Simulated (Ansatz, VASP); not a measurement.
# One calculation of Al3Cu2, two programs

```xyz
5
Lattice="4.0920 0.0000 0.0000 -2.0460 3.5437 0.0000 0.0000 0.0000 4.9928" Properties=species:S:1:pos:R:3 pbc="T T T"
Al    0.0000    0.0000    0.0000
Al    0.0000    2.3625    1.7471
Al    2.0460    1.1812    3.2457
Cu    0.0000    2.3625    4.1915
Cu    2.0460    1.1812    0.8013
```

Alike in both runs: task single point; functional r2SCAN; k mesh 12 × 12 × 8; occupations fermi-dirac, width 0.02 eV; no spin polarisation.

|  | VASP | Ansatz |
| --- | --- | --- |
| version | VASP 6.6.1 | Ansatz 0.2.0 |
| potentials or method | VASP PAW PBE potentials, release 64 (Al, Cu), cutoff 520 eV | scalar-relativistic, plane waves, PAW |
| valence electrons in the cell | 31 | 47 |

|  | VASP | Ansatz | Ansatz less VASP |
| --- | --- | --- | --- |
| gap on the k mesh at the Fermi level (eV) | none | none | - |
| pressure (GPa) | 0.4 | 0.5 | +0.11 |
| traceless stress, the component that is largest in VASP (GPa) | -0.39 | -0.40 | -0.014 |
| rms of the force components (eV/Å) | 0.007 | 0.007 | +0.0003 |

VASP's potentials were made for PBE, not for r2SCAN. Atom by atom the forces differ by 0.001 eV/Å (rms over components). A gap of «none» marks a metal or a gap that the smearing closes. VASP's potentials hold 31 valence electrons a cell and Ansatz's 47, so a difference there can come from the potentials and not from the codes.
